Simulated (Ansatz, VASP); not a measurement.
## One calculation of ZnS, two programs

```
Zn S
1.0
     0.00000    2.71279    2.71279
     2.71279    0.00000    2.71279
     2.71279    2.71279    0.00000
Zn S
1 1
Direct
  0.25000 0.25000 0.25000
  0.00000 0.00000 0.00000
```

Alike in both runs: functional HSE06; k mesh 6 × 6 × 6; occupations gaussian, width 0.02 eV; no spin polarisation.

Ansatz relaxed the structure, and its values are those at the end. VASP's run is a single point on that final structure, the one shown.

```csv
,VASP,Ansatz
version,VASP 6.6.1,Ansatz 0.2.0
potentials or method,"VASP PAW PBE potentials, release 64 (Zn, S), cutoff 400 eV","scalar-relativistic, plane waves, PAW"
valence electrons in the cell,18,18
```

```tsv
	VASP	Ansatz	Ansatz less VASP
gap on the k mesh at the Fermi level (eV)	3.27	3.28	+0.013
least direct gap on the mesh (eV)	3.27	3.28	+0.013
pressure (GPa)	-0.3	0.0	+0.30
```

The functional is the same, so the differences come from potentials, cutoffs and numerics.
